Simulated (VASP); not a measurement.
# Ge2Rh2Pb: electric field gradients with PBE

The system is Ge2Rh2Pb.

```
CELL_PARAMETERS angstrom
-2.17507 2.17507 4.97956
2.17507 -2.17507 4.97956
2.17507 2.17507 -4.97956
ATOMIC_POSITIONS crystal
Ge 0.63013 0.63013 0.00000
Ge 0.36987 0.36987 0.00000
Rh 0.25000 0.75000 0.50000
Rh 0.75000 0.25000 0.50000
Pb 0.00000 0.00000 0.00000
```

```json
{"Program": "VASP 6.6.1", "Task": "electric field gradients", "Functional": "PBE", "Potentials or basis": "VASP PAW PBE potentials, release 64 (Ge_d, Rh_sv_GW, Pb_d)", "Cutoff": "460 eV", "k mesh": "12 × 12 × 12", "Occupations": "fermi-dirac, width 0.15 eV", "Spin": "no spin polarisation", "Dipole correction": "no", "Further INCAR settings": "ALGO = Normal; EDIFF = 1e-08; NBANDS = 46"}
```

```yaml
Pressure: -0.9 GPa
Largest_force: 0.019 eV/Å
Band_gap_on_the_k_mesh: zero (bands 38 and 39 overlap by 1.74 eV)
Largest_electric_field_gradient_by_atom: Ge -1.2; Rh +17.4; Pb -5.9 V/Å²
```

Forces in eV/Å, atoms in the order of the input:
```
Ge   0.000  0.000 -0.019
Ge   0.000  0.000  0.019
Rh   0.000  0.000  0.000
Rh   0.000  0.000  0.000
Pb   0.000  0.000  0.000
```

Levels at points of the mesh, in eV from the Fermi level:
```csv
k point,band 35,band 36,band 37,band 38,band 39,band 40,band 41,band 42
"(0.00, 0.00, 0.00)",-1.23,-0.42,-0.24,0.19,0.19,1.54,1.54,3.06
"(0.50, 0.00, 0.00)",-2.36,-1.45,-1.42,0.67,0.94,1.63,1.81,2.60
"(0.50, 0.50, 0.00)",-2.05,-1.43,-1.42,-1.10,-0.02,0.59,1.09,2.47
"(0.50, 0.50, 0.50)",-1.40,-1.40,-1.23,-0.24,1.26,3.08,3.79,4.75
```

Electric field gradients, principal values (V/Å²):
| atom | least | middle | greatest (by size) |
| --- | --- | --- | --- |
| 1 Ge | 0.602 | 0.617 | -1.219 |
| 2 Ge | 0.602 | 0.617 | -1.219 |
| 3 Rh | -8.687 | -8.694 | 17.381 |
| 4 Rh | -8.687 | -8.694 | 17.381 |
| 5 Pb | 2.953 | 2.955 | -5.909 |

Run time: 24 min on 1 thread of Intel(R) Xeon(R) Platinum 8259CL CPU @ 2.50GHz (Skylake/Cascade Lake) (shared host), peak memory 0.7 GiB.

Caveat: without QUAD_EFG the Cq values of the log hold for a quadrupole moment of 1 mb, not for the nuclei; spin-orbit coupling is left out, which moves the levels of the heavy elements.
